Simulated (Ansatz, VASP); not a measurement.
Two plane-wave programs on MnAl3

```
CELL_PARAMETERS angstrom
0.00000 3.03116 3.03116
3.03116 0.00000 3.03116
3.03116 3.03116 0.00000
ATOMIC_POSITIONS crystal
Al 0.25000 0.25000 0.25000
Al 0.75000 0.75000 0.75000
Al 0.50000 0.50000 0.50000
Mn 0.00000 0.00000 0.00000
```

Alike in both runs: task relaxation of cell and atoms; functional PBEsol; k mesh 12 × 12 × 12; occupations gaussian, width 0.1 eV; collinear spin.

|  | VASP | Ansatz |
| --- | --- | --- |
| version | VASP 6.6.1 | Ansatz 0.2.0 |
| potentials or method | VASP PAW PBE potentials, release 64 (Al, Mn_pv), cutoff 600 eV | scalar-relativistic, plane waves, PAW |
| valence electrons in the cell | 22 | 24 |

VASP gave:

| Item | Value |
| --- | --- |
| gap on the k mesh at the Fermi level, each at its own relaxed structure (eV) | none |
| net moment per atom (μB) | 0.35 |
| size of the moment on the site where the two differ most (μB) | 1.37 |
| relaxed volume (Å³/atom) | 13.62 |
| relaxed length of the cell vector where the two differ most in proportion (Å) | 4.255 |

Estimate Ansatz's values.

gap on the k mesh at the Fermi level, each at its own relaxed structure (eV): none; net moment per atom (μB): 0.35; size of the moment on the site where the two differ most (μB): 1.35; relaxed volume (Å³/atom): 13.61; relaxed length of the cell vector where the two differ most in proportion (Å): 4.254.

VASP's potentials were made for PBE, not for PBEsol. Site moments also hang on the region over which each program counts them. A gap of «none» marks a metal or a gap that the smearing closes. VASP's potentials hold 22 valence electrons a cell and Ansatz's 24, so a difference there can come from the potentials and not from the codes.
